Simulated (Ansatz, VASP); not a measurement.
Na: VASP beside Ansatz

File INCAR:

```
ALGO     = Normal         # electronic algorithm
EDIFF    = 1E-6           # SCF threshold, eV
ENCUT    = 520            # plane-wave cutoff, eV
GGA      = PS             # functional
ISIF     = 2              # what is computed and relaxed
ISMEAR   = 0              # smearing method
LASPH    = True           # aspherical terms in the spheres
LCHARG   = True           # write CHGCAR
LELF     = True           # ELF
LREAL    = False          # projectors in reciprocal space
LVHAR    = True         
LWAVE    = False          # write WAVECAR
NBANDS   = 10             # bands
NELM     = 60             # most SCF steps
PREC     = Accurate       # precision mode
SIGMA    = 0.15           # smearing width, eV
```

The input KPOINTS:

```
k-points
0
Gamma
  16 16 16
```

Contents of POSCAR:

```
Na
1.0
   -2.0539750000      2.0539750000      2.1175000000
    2.0539750000     -2.0539750000      2.1175000000
    2.0539750000      2.0539750000     -2.1175000000
Na
1
Direct
    0.0000000000      0.0000000000      0.0000000000
```

Input for Ansatz:

```yaml
crystal:
  lattice:
    - [-2.053975, 2.053975, 2.1175]
    - [2.053975, -2.053975, 2.1175]
    - [2.053975, 2.053975, -2.1175]
  atoms:
    - { symbol: Na, position: [0.0, 0.0, 0.0] }
basis:
  ecutwfc: 420
kpoints:
  mp_grid: { grid: [16, 16, 16] }
hamiltonian:
  xc: pbesol
scf:
  occupations: { method: gaussian, width: 0.15 }
output:
  forces: true
  stress: true
  eigenvalues: true
```

Change from the starting cell: strain -0.030 along x and y, +0.000 along z, atoms carried along.

Alike in both runs: task single point; functional PBEsol; k mesh 16 × 16 × 16; occupations gaussian, width 0.15 eV; no spin polarisation.

|  | VASP | Ansatz |
| --- | --- | --- |
| version | VASP 6.6.1 | Ansatz 0.2.0 |
| potentials or method | VASP PAW PBE potentials, release 64 (Na_pv), cutoff 520 eV | scalar-relativistic, plane waves, PAW |
| valence electrons in the cell | 7 | 9 |

```tsv
	VASP	Ansatz	Ansatz less VASP
gap on the k mesh at the Fermi level (eV)	none	none	-
pressure (GPa)	0.1	0.1	+0.02
```

VASP's potentials were made for PBE, not for PBEsol. A gap of «none» marks a metal or a gap that the smearing closes. VASP's potentials hold 7 valence electrons a cell and Ansatz's 9, so a difference there can come from the potentials and not from the codes.
